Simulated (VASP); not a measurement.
Crystal: Fe.

```
CELL_PARAMETERS angstrom
0.00000 2.33426 2.33426
2.33426 0.00000 2.33426
2.33426 2.33426 0.00000
ATOMIC_POSITIONS crystal
Fe 0.00000 0.00000 0.00000
Fe 0.50000 0.50000 0.50000
```

```yaml
Program: VASP 6.6.1
Task: relaxation of cell and atoms
Functional: PBE
Potentials_or_basis: VASP PAW PBE potentials, release 64 (Fe)
Cutoff: 600 eV
k_mesh: 12 × 12 × 12
Occupations: fermi-dirac, width 0.05 eV
Spin: collinear spin, antiferromagnetic start
Starting_moments: "[2.5, -2.5] μB"
```

At the start: pressure 3.0 GPa; volume 12.72 Å³/atom.

Where does the relaxation end?

Over 3 steps the energy falls by 5.0 meV/atom and the volume is 13.24 Å³/atom (+4.1 %); space group Pm-3m (No. 221, to 0.05 Å); moment 0.00 μB per cell.

The path:
```csv
step,energy change (eV),largest force (eV/Å),pressure (GPa),volume (Å³)
1,0.0000,0.0000,2.96,25.44
2,-0.0098,0.0000,0.51,26.31
3,-0.0101,0.0000,0.02,26.47
```

Final structure:
```yaml
crystal:
  lattice:
    - [0.00000, 2.36544, 2.36544]
    - [2.36544, 0.00000, 2.36544]
    - [2.36544, 2.36544, 0.00000]
  atoms:
    - { symbol: Fe, position: [0.00000, 0.00000, 0.00000] }
    - { symbol: Fe, position: [0.50000, 0.50000, 0.50000] }
```
